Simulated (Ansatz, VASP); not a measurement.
**KC2: VASP beside Ansatz**

```xyz
3
Lattice="-2.0258 2.0258 3.3225 2.0258 -2.0258 3.3225 2.0258 2.0258 -3.3225" Properties=species:S:1:pos:R:3 pbc="T T T"
K     0.0000    0.0000    0.0000
C     0.0000    0.0000    3.9404
C     0.0000    0.0000    2.7045
```

Alike in both runs: task relaxation of cell and atoms; functional PBE; k mesh 6 × 6 × 6; occupations gaussian, width 0.1 eV; no spin polarisation.

|  | VASP | Ansatz |
| --- | --- | --- |
| version | VASP 6.6.1 | Ansatz 0.2.0 |
| potentials or method | VASP PAW PBE potentials, release 64 (K_sv, C), cutoff 600 eV | scalar-relativistic, plane waves, PAW |
| valence electrons in the cell | 17 | 17 |

|  | VASP | Ansatz | Ansatz less VASP |
| --- | --- | --- | --- |
| gap on the k mesh at the Fermi level, each at its own relaxed structure (eV) | none | none | - |
| relaxed volume (Å³/atom) | 23.72 | 23.47 | -0.244 |
| relaxed cell length with the largest relative difference (Å) | 4.810 | 4.807 | -0.0032 |

A gap of «none» marks a metal or a gap that the smearing closes.

The k mesh is coarse, so the values compare programs but aren't converged. Noted on VASP's run: the volume moved by over 15 % at a fixed basis, so the end points are rough.
